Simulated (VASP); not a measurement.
# CO (P-6m2) in VASP: a series of runs

Runs on CO. Level: PBE. Tasks: relaxation of cell and atoms, single point.

All numbers are computed with VASP 6.6.1; they aren't measurements. Logs are shortened: lines on timing, memory, paths and dates and some standing lists are left out, and cuts for length are marked.

### Step 1. The cell of the first run

The structure is hexagonal, space group P-6m2 (No. 187). The conventional cell has a = 2.669 Å, b = 2.669 Å, c = 4.002 Å, α = 90.00°, β = 90.00°, γ = 120.00°. Within 3.3 Å of C (site symmetry -6m2) lie 6 O at 2.53 Å and 6 C at 2.67 Å. Within 3.3 Å of O (site symmetry -6m2) lie 6 C at 2.53 Å and 6 O at 2.67 Å.

### Step 2. Relaxation of cell and atoms, PBE, collinear spin, ferromagnetic start

Input file INCAR:

```
  PREC = Accurate
  ENCUT = 600
  EDIFF = 1E-7
  ISMEAR = 0
  SIGMA = 0.1
  LREAL = F
  LASPH = T
  NELM = 200
  ALGO = Normal
  ISIF = 3
  LWAVE = F
  LCHARG = F
  ISPIN = 2
  MAGMOM = 0 1.41
  LORBIT = 11
  GGA = PE
  IBRION = 2
  NSW = 90
  EDIFFG = -0.04
  GGA_COMPAT = F
  NELMIN = 4
```

Input file KPOINTS:

```
Automatic mesh
0
Gamma
  6 6 4
```

Input file POSCAR:

```
CO
1.0
    2.6686608907      0.0000000000      0.0000000000
   -1.3343304454      2.3111281255      0.0000000000
    0.0000000000      0.0000000000      4.0015460815
C O
1 1
Direct
    0.6666666667      0.3333333333      0.0000000000
    0.0000000000      0.0000000000      0.5000000000
```

Potentials or basis: VASP PAW PBE potentials, release 64 (C, O).

Run with:

```console
$ cat potpaw_PBE.64/C/POTCAR potpaw_PBE.64/O/POTCAR > POTCAR
$ mpirun -np 1 vasp_std > vasp.out
```

OUTCAR:

```text
PREC = Accurate
   ENCUT = 600
   EDIFF = 1E-7
   ISMEAR = 0
   LREAL = F
   LASPH = T
   NELM = 200
   ISIF = 3
   ISPIN = 2
   LORBIT = 11
   GGA = PE
   IBRION = 2
   NSW = 90
   EDIFFG = -0.04
   NELMIN = 4

 ion  position               nearest neighbor table
   1  0.667  0.333  0.000-
   2  0.000  0.000  0.500-

  LATTYP: Found a hexagonal cell.
 ALAT       =     2.6686608907
 C/A-ratio  =     1.4994584345

  Lattice vectors:

 A1 = (   2.6686608907,   0.0000000000,   0.0000000000)
 A2 = (  -1.3343304454,   2.3111281255,   0.0000000000)
 A3 = (   0.0000000000,   0.0000000000,   4.0015460815)

Analysis of symmetry for initial positions (statically):
=====================================================================
 Subroutine PRICEL returns:
 Original cell was already a primitive cell.

 Routine SETGRP: Setting up the symmetry group for a
 hexagonal supercell.

 Subroutine GETGRP returns: Found 12 space group operations
 (whereof 12 operations were pure point group operations)
 out of a pool of 24 trial point group operations.

The static configuration has the point symmetry D_3h.

Analysis of symmetry for dynamics (positions and initial velocities):
=====================================================================
 Subroutine PRICEL returns:
 Original cell was already a primitive cell.

 Routine SETGRP: Setting up the symmetry group for a
 hexagonal supercell.

 Subroutine GETGRP returns: Found 12 space group operations
 (whereof 12 operations were pure point group operations)
 out of a pool of 24 trial point group operations.

The dynamic configuration has the point symmetry D_3h.

Analysis of structural, dynamic, and magnetic symmetry:
=====================================================================
 Subroutine PRICEL returns:
 Original cell was already a primitive cell.

 Routine SETGRP: Setting up the symmetry group for a
 hexagonal supercell.

 Subroutine GETGRP returns: Found 12 space group operations
 (whereof 12 operations were pure point group operations)
 out of a pool of 24 trial point group operations.

The overall configuration has the point symmetry D_3h.

 Subroutine INISYM returns: Found 12 space group operations
 (whereof 12 operations are pure point group operations),
 and found     1 'primitive' translations

----------------------------------------------------------------------------------------

                                     Primitive cell

  volume of cell :      24.6800

  direct lattice vectors                    reciprocal lattice vectors
     2.668660891  0.000000000  0.000000000     0.374719772  0.216344561  0.000000000
    -1.334330445  2.311128125  0.000000000     0.000000000  0.432689122  0.000000000
     0.000000000  0.000000000  4.001546081     0.000000000  0.000000000  0.249903407

  length of vectors
     2.668660891  2.668660891  4.001546081     0.432689122  0.432689122  0.249903407

  position of ions in fractional coordinates (direct lattice)
     0.666666667  0.333333333  0.000000000
     0.000000000  0.000000000  0.500000000

  ion indices of the primitive-cell ions
   primitive index   ion index
                 1           1
                 2           2

----------------------------------------------------------------------------------------

 KPOINTS: Automatic mesh

Automatic generation of k-mesh.
 Grid dimensions read from file:
 generate k-points for:    6    6    4

 Generating k-lattice:

  Cartesian coordinates                     Fractional coordinates (reciprocal lattice)
     0.062453295  0.036057427  0.000000000     0.166666667 -0.000000000  0.000000000
     0.000000000  0.072114854  0.000000000     0.000000000  0.166666667  0.000000000
     0.000000000  0.000000000  0.062475852     0.000000000  0.000000000  0.250000000

  Length of vectors
     0.072114854  0.072114854  0.062475852

  Shift w.r.t. Gamma in fractional coordinates (k-lattice)
     0.000000000  0.000000000  0.000000000

 Subroutine IBZKPT returns following result:
 ===========================================

 Found     21 irreducible k-points:

 Following reciprocal coordinates:
            Coordinates               Weight
  0.000000  0.000000  0.000000      1.000000
  0.166667  0.000000  0.000000      6.000000
  0.333333  0.000000  0.000000      6.000000
  0.500000  0.000000  0.000000      3.000000
  0.166667  0.166667  0.000000      6.000000
  0.333333  0.166667  0.000000     12.000000
[... 13 lines left out ...]
  0.333333  0.166667  0.500000     12.000000
  0.333333  0.333333  0.500000      2.000000
   k-points           NKPTS =     21   k-points in BZ     NKDIM =     21   number of bands    NBANDS=     10
   number of dos      NEDOS =    301   number of ions     NIONS =      2
   total plane-waves  NPLWV =  18432
   dimension x,y,z NGX =    24 NGY =   24 NGZ =   32
   dimension x,y,z NGXF=    48 NGYF=   48 NGZF=   64
   ions per type =               1   1
   NGX,Y,Z   is equivalent  to a cutoff of  14.95, 14.95, 13.29 a.u.
   NGXF,Y,Z  is equivalent  to a cutoff of  29.90, 29.90, 26.59 a.u.
 SYSTEM =  unknown system
   PREC   = accura    normal or accurate (medium, high low for compatibility)
   ISTART =      0    job   : 0-new  1-cont  2-samecut
   ICHARG =      2    charge: 1-file 2-atom 10-const
   ISPIN  =      2    spin polarized calculation?
   LNONCOLLINEAR =      F non collinear calculations
   LSORBIT =      F    spin-orbit coupling
   LASPH  =      T    aspherical Exc in radial PAW
   ENCUT  =  600.0 eV  44.10 Ry    6.64 a.u.   5.33  5.33  7.99*2*pi/ulx,y,z
   NELM   =    200;   NELMIN=  4; NELMDL= -5     # of ELM steps
   EDIFF  = 0.1E-06   stopping-criterion for ELM
   LREAL  =      F    real-space projection
   EDIFFG = -.4E-01   stopping-criterion for IOM
   NSW    =     90    number of steps for IOM
   IBRION =      2    ionic relax: 0-MD 1-quasi-New 2-CG
   NFREE  =      1    steps in history (QN), initial steepest desc. (CG)
   ISIF   =      3    stress and relaxation
   ISYM   =      2    0-nonsym 1-usesym 2-fastsym
   POTIM  = 0.5000    time-step for ionic-motion
   TEBEG  =    0.0;   TEEND  =   0.0 temperature during run
   PSTRESS=    0.0 pullay stress
   NELECT =      10.0000    total number of electrons
   NUPDOWN=      -1.0000    fix difference up-down
   EMIN   =  10.00;   EMAX   =-10.00  energy-range for DOS
   EFERMI =   0.00;   METHOD = LEGACY
   ISMEAR =     0;   SIGMA  =   0.10  broadening in eV -4-tet -1-fermi 0-gaus
   EFERMI_NEDOS =   21; number of points for ismear=-14 and -15
   IALGO  =     38    algorithm
   IMIX   =      4    mixing-type and parameters
     AMIX     =   0.40;   BMIX     =  1.00
     AMIX_MAG =   1.60;   BMIX_MAG =  1.00
  volume/ion in A,a.u.               =      12.34        83.27
  Fermi-wavevector in a.u.,A,eV,Ry     =   1.211415  2.289243 19.966920  1.467527
  Thomas-Fermi vector in A             =   2.346932
   LORBIT       =     11    0 simple, 1 ext, 2 COOP (PROOUT), +10 PAW based schemes
   GGA     = PE    functional components
   LHFCALC =     F    Hartree Fock is set to
   AEXX    =    0.0000 exact exchange contribution
   IVDW    =     0    specifies the selected vdW correction
   LEPSILON=     F    determine dielectric tensor
   LRPA    =     F    only Hartree local field effects (RPA)
 conjugate gradient relaxation of ions
 spin polarized calculation
 Gauss-broadening in eV      SIGMA  =   0.10
  energy-cutoff  :      600.00
  volume of cell :       24.68
 maximum number of plane-waves:       844
 NGX is ok and might be reduce to    24
   NGX = 11   NGY = 11   NGZ = 15

--------------------------------------- Ionic step        1  -------------------------------------------

 number of electron      10.0000001 magnetization       0.2544681

 number of electron       9.9999998 magnetization       1.2160089

 Free energy of the ion-electron system (eV)
  ---------------------------------------------------
  ext. energy  EPLUGINS =         0.00000000
  ---------------------------------------------------
  free energy    TOTEN  =        -6.71495693 eV

  energy without entropy =       -6.71032640  energy(sigma->0) =       -6.71264166

 E-fermi :   0.2265     XC(G=0):  -9.9763

 val. band max:        0.1989915894   @ k =   0.0000   0.0000   0.5000
 cond. band min:       0.3294229845   @ k =   0.5000   0.0000   0.2500
 fundamental gap:      0.1304313951
 Fermi energy:         0.2265086962

 spin component 1

 k-point     1 :       0.0000    0.0000    0.0000
  band No.  band energies     occupation
      1     -18.2166      1.00000
      2      -9.6979      1.00000
      3      -4.3076      1.00000
      4      -0.8847      1.00000
      5      -0.8847      1.00000
      6       2.9682      0.00000
      7       3.9073      0.00000
      8       3.9073      0.00000
      9      13.3983      0.00000
     10      17.5652      0.00000
[... 571 lines left out ...]
 number of electron      10.0000000 magnetization       1.1830066

 number of electron       9.9999999 magnetization       1.1721703

 E-fermi :   2.3816     XC(G=0): -11.1930

 val. band max:        2.3120985058   @ k =   0.3333   0.0000   0.2500
 cond. band min:       2.4144111845   @ k =   0.1667   0.0000   0.0000
 fundamental gap:      0.1023126787
 Fermi energy:         2.3815859833

 spin component 1

 k-point     1 :       0.0000    0.0000    0.0000
  band No.  band energies     occupation
      1     -17.3107      1.00000
      2      -7.9824      1.00000
      3      -3.5601      1.00000
      4       1.6408      1.00000
      5       1.6408      1.00000
      6       6.2249      0.00000
      7       7.1266      0.00000
      8       7.1266      0.00000
      9      17.8300      0.00000
     10      23.0344      0.00000
[... 599 lines left out ...]
  FREE ENERGIE OF THE ION-ELECTRON SYSTEM (eV)
  ---------------------------------------------------
  free  energy   TOTEN  =        -7.6080517234 eV

  energy  without entropy=       -7.6032813744  energy(sigma->0) =       -7.60566655

[... ionic steps 4 to 13 ...]

--------------------------------------- Ionic step       14  -------------------------------------------

 number of electron      10.0000001 magnetization       0.0000000

 number of electron      10.0000001 magnetization      -0.0000000
[... 73 lines left out ...]
 number of electron      10.0000002 magnetization       0.0000000

 number of electron      10.0000002 magnetization      -0.0000000

 Free energy of the ion-electron system (eV)
  ---------------------------------------------------
  ext. energy  EPLUGINS =         0.00000000
  ---------------------------------------------------
  free energy    TOTEN  =        -9.09545307 eV

  energy without entropy =       -9.09060158  energy(sigma->0) =       -9.09302733

 E-fermi :   5.0086     XC(G=0): -12.1134

 val. band max:        4.9056546053   @ k =   0.3333   0.1667   0.5000
 cond. band min:       5.0775096985   @ k =   0.1667   0.0000   0.2500
 fundamental gap:      0.1718550931
 Fermi energy:         5.0086199399

 spin component 1

 k-point     1 :       0.0000    0.0000    0.0000
  band No.  band energies     occupation
      1     -16.3911      1.00000
      2      -1.2306      1.00000
      3       0.6078      1.00000
      4       2.4661      1.00000
      5       2.4661      1.00000
      6       8.8256      0.00000
      7       8.8256      0.00000
      8      11.0496      0.00000
      9      19.3044      0.00000
     10      22.7066      0.00000
[... 563 lines left out ...]
  FREE ENERGIE OF THE ION-ELECTRON SYSTEM (eV)
  ---------------------------------------------------
  free  energy   TOTEN  =        -9.0954530722 eV

  energy  without entropy=       -9.0906015798  energy(sigma->0) =       -9.09302733

 reached required accuracy - stopping structural energy minimisation

 total charge

# of ion       s       p       d       tot
------------------------------------------
    1        1.115   0.854   0.000   1.970
    2        1.626   3.154   0.000   4.780
--------------------------------------------------
tot          2.741   4.009   0.000   6.750

 magnetization (x)

# of ion       s       p       d       tot
------------------------------------------
    1       -0.000   0.000   0.000   0.000
    2       -0.000  -0.000   0.000  -0.000
--------------------------------------------------
tot         -0.000  -0.000   0.000  -0.000
```

Wall time 93 s (1 thread of Intel Xeon 6975P-C (Granite Rapids), shared host); peak memory 0.15 GiB.

Results:

```yaml
Free_energy: -9.0955 eV
Relaxed_volume: 7.79 Å³/atom
Relaxed_cell: a = 2.638 Å, b = 2.638 Å, c = 2.585 Å, α = 90.00°, β = 90.00°, γ = 120.00°
Space_group_after_relaxing_to_0.1_Å: P-6m2 (No. 187)
Pressure_after_relaxing: 0.1 GPa
Band_gap_on_the_k_mesh: zero (filled and empty bands overlap)
Net_moment: 0.00 μB per cell
Valence_electrons_inside_the_program's_atomic_spheres: C 1.97; O 4.78
```

Final structure:
```
C O
1.0
     2.63762    0.00000    0.00000
    -1.31881    2.28425    0.00000
     0.00000    0.00000    2.58508
C O
1 1
Direct
  0.66667 0.33333 0.00000
  0.00000 0.00000 0.50000
```

Levels at points of the mesh, in eV from the Fermi level:
Spin up:
```csv
k point,band 2,band 3,band 4,band 5,band 6,band 7,band 8,band 9
"(0.00, 0.00, 0.00)",-6.24,-4.40,-2.54,-2.54,3.82,3.82,6.04,14.30
"(0.50, 0.00, 0.00)",-11.36,-4.35,-2.33,-1.93,2.31,3.19,5.05,13.40
"(0.00, 0.00, 0.50)",-12.93,-1.50,-1.50,1.28,1.84,3.35,3.35,20.23
"(0.50, 0.00, 0.50)",-8.80,-7.45,-6.26,-2.35,1.83,3.67,4.05,16.83
```
Spin down:
| k point | band 2 | band 3 | band 4 | band 5 | band 6 | band 7 | band 8 | band 9 |
| --- | --- | --- | --- | --- | --- | --- | --- | --- |
| (0.00, 0.00, 0.00) | -6.24 | -4.40 | -2.54 | -2.54 | 3.82 | 3.82 | 6.04 | 14.30 |
| (0.50, 0.00, 0.00) | -11.36 | -4.35 | -2.33 | -1.93 | 2.31 | 3.19 | 5.05 | 13.40 |
| (0.00, 0.00, 0.50) | -12.93 | -1.50 | -1.50 | 1.28 | 1.84 | 3.35 | 3.35 | 20.23 |
| (0.50, 0.00, 0.50) | -8.80 | -7.45 | -6.26 | -2.35 | 1.83 | 3.67 | 4.05 | 16.83 |

Caveat: the k points lie up to 0.61 Å⁻¹ apart in the final cell, too coarse for converged energies and pressures of a metal; the volume moved by over 15 % at a fixed basis, so the end points are rough.

### Step 3. Single point, PBE, collinear spin, ferromagnetic start

This run uses another cell than the first one, of 7.82 Å³/atom.

Input file INCAR:

```
ALGO = Normal
EDIFF = 1E-6
ENCUT = 600
GGA = PE
GGA_COMPAT = F
ISIF = 2
ISMEAR = 0
ISPIN = 2
LASPH = T
LCHARG = T
LELF = T
LORBIT = 11
LREAL = F
LVHAR = T
LWAVE = F
MAGMOM = 0 1.41
NBANDS = 16
NELM = 200
PREC = Accurate
SIGMA = 0.1
```

Input file KPOINTS:

```
k-points
0
Gamma
  6 6 4
```

Input file POSCAR:

```
CO
1.0
    2.6439171014      0.0000000000      0.0000000000
   -1.3219585507      2.2896993753      0.0000000000
    0.0000000000      0.0000000000      2.5843615858
C O
1 1
Direct
    0.6666666667      0.3333333333      0.0000000000
    0.0000000000      0.0000000000      0.5000000000
```

Potentials or basis: VASP PAW PBE potentials, release 64 (C, O).

Run with:

```console
$ cat potpaw_PBE.64/C/POTCAR potpaw_PBE.64/O/POTCAR > POTCAR
$ mpirun -np 1 vasp_std > vasp.out
```

Run time: 14 s. Hardware: 1 thread of Intel Xeon Platinum 8259CL at 2.50GHz (Skylake/Cascade Lake), shared host; peak memory 0.14 GiB.

Results (log left out):

| Quantity | Value |
| --- | --- |
| Free energy | -9.0835 eV |
| Pressure | -0.5 GPa |
| Band gap on the k mesh | zero (filled and empty bands overlap) |
| Net moment | 0.00 μB per cell |
| Valence electrons inside the program's atomic spheres | C 1.97; O 4.78 |

Levels at points of the mesh, in eV from the Fermi level:
Spin up:
| k point | band 3 | band 4 | band 5 | band 6 | band 7 | band 8 |
| --- | --- | --- | --- | --- | --- | --- |
| (0.00, 0.00, 0.00) | -4.34 | -2.54 | -2.54 | 3.79 | 3.79 | 6.02 |
| (0.50, 0.00, 0.00) | -4.34 | -2.29 | -1.93 | 2.32 | 3.20 | 5.03 |
| (0.00, 0.00, 0.50) | -1.50 | -1.50 | 1.25 | 1.82 | 3.33 | 3.33 |
| (0.50, 0.00, 0.50) | -7.41 | -6.23 | -2.33 | 1.82 | 3.66 | 4.03 |
Spin down:
```
           k point  band 1  band 2  band 3  band 4  band 5  band 6  band 7  band 8  band 9  band 10
(0.00, 0.00, 0.00)  -21.35   -6.25   -4.34   -2.54   -2.54    3.79    3.79    6.02   14.30    17.62
(0.50, 0.00, 0.00)  -19.02  -11.34   -4.34   -2.30   -1.93    2.32    3.20    5.03   13.39    22.33
(0.00, 0.00, 0.50)  -19.44  -12.87   -1.50   -1.50    1.25    1.82    3.32    3.32   20.18    21.07
(0.50, 0.00, 0.50)  -17.75   -8.77   -7.41   -6.24   -2.33    1.82    3.66    4.03   16.79    18.91
```

Caveat: the k points lie up to 0.61 Å⁻¹ apart, too coarse for converged energies and pressures of a metal.
